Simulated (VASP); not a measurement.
The system is MgO.

```
Mg O
1.0
     0.00000    2.10000    2.10000
     2.10000    0.00000    2.10000
     2.10000    2.10000    0.00000
Mg O
1 1
Direct
  0.00000 0.00000 0.00000
  0.50000 0.50000 0.50000
```

Base run:

* Program: VASP 6.6.1
* Functional: r2SCAN
* Potentials or basis: VASP PAW PBE potentials, release 64 (Mg_sv, O)
* Cutoff: 660 eV
* k mesh: 9 × 9 × 9
* Occupations: fermi-dirac, width 0.05 eV
* Spin: no spin polarisation

Its results: band gap on the k mesh 5.74 eV, direct; pressure 0.3 GPa.

Task: The run is repeated on the same cell with these changes: potentials or basis from VASP PAW PBE potentials, release 64 (Mg_sv, O) to VASP PAW PBE potentials, release 64 (Mg, O); cutoff from 660 eV to 520 eV; further incar settings from ALGO = Normal; EDIFF = 1e-06; NBANDS = 15 to ALGO = Normal; EDIFF = 1e-06; NBANDS = 11; valence electrons from 16 to 8. What comes out?

Result: Band gap on the k mesh 5.69 eV, direct; pressure -0.6 GPa.

Caveats: the PAW data sets were made with another functional, which shifts forces and pressure a little.

